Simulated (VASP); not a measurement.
**TiN (Osbornite): single point with r2SCAN**

Crystal: TiN (Osbornite).

```
CELL_PARAMETERS angstrom
0.00000 2.14476 2.14476
2.14476 0.00000 2.14476
2.14476 2.14476 0.00000
ATOMIC_POSITIONS crystal
Ti 0.00000 0.00000 0.00000
N 0.50000 0.50000 0.50000
```

| Quantity | Value |
| --- | --- |
| Program | VASP 6.6.1 |
| Task | single point |
| Functional | r2SCAN |
| Potentials or basis | VASP PAW PBE potentials, release 64 (Ti_sv, N) |
| Cutoff | 520 eV |
| k mesh | 14 × 14 × 14 |
| Occupations | fermi-dirac, width 0.1 eV |
| Spin | no spin polarisation |

```json
{
  "Pressure": "-9.4 GPa"
}
```

Levels at points of the mesh, in eV from the Fermi level:
| k point | band 5 | band 6 | band 7 | band 8 | band 9 | band 10 | band 11 | band 12 | band 13 | band 14 |
| --- | --- | --- | --- | --- | --- | --- | --- | --- | --- | --- |
| (0.00, 0.00, 0.00) | -18.04 | -2.33 | -2.33 | -2.33 | -0.59 | -0.59 | -0.59 | 0.56 | 0.56 | 5.47 |
| (0.50, 0.00, 0.00) | -15.75 | -8.28 | -5.72 | -5.72 | 1.64 | 1.64 | 2.30 | 5.66 | 5.66 | 6.29 |
| (0.50, 0.50, 0.00) | -16.70 | -6.18 | -3.56 | -3.56 | -2.95 | 1.58 | 2.30 | 2.30 | 3.45 | 10.71 |

Run time: 83 s on 1 thread of Intel(R) Xeon(R) 6975P-C (Granite Rapids), with other jobs on the host, peak memory 0.16 GiB.

Caveat: the PAW data sets were made with another functional, which shifts forces and pressure a little.
